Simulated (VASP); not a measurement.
Here is a VASP 6.6.1 calculation.

The input INCAR:

```
PREC = Accurate
ENCUT = 520
EDIFF = 1E-6
ISMEAR = 0
SIGMA = 0.05
LREAL = F
LASPH = T
NELM = 150
ALGO = Normal
ISIF = 2
LWAVE = F
LCHARG = F
ISPIN = 2
MAGMOM = 1.5 1.5
LORBIT = 11
LMAXMIX = 4
GGA = PE
NBANDS = 25
```

The input KPOINTS:

```
Automatic mesh
0
Gamma
  1 1 25
```

The input POSCAR:

```
Mo
1.0
   11.2000000000      0.0000000000      0.0000000000
    0.0000000000      9.3000000000      0.0000000000
    0.0000000000      0.0000000000      2.6111194715
Mo
2
Direct
    0.4010273111      0.5000000000      0.0000000000
    0.5989726889      0.5000000000      0.5000000000
```

Potentials or basis: VASP PAW PBE potentials, release 64 (Mo_sv).

Run with:

```console
$ cat potpaw_PBE.64/Mo_sv/POTCAR > POTCAR
$ mpirun -np 1 vasp_std > vasp.out
```

(1) What does it give for the site moments?

(2) What does it give for the largest force?

(3) What does it give for the net moment?

## Answers

(1) Mo +0.52 μB.

(2) 1.126 eV/Å.

(3) 1.51 μB per cell.
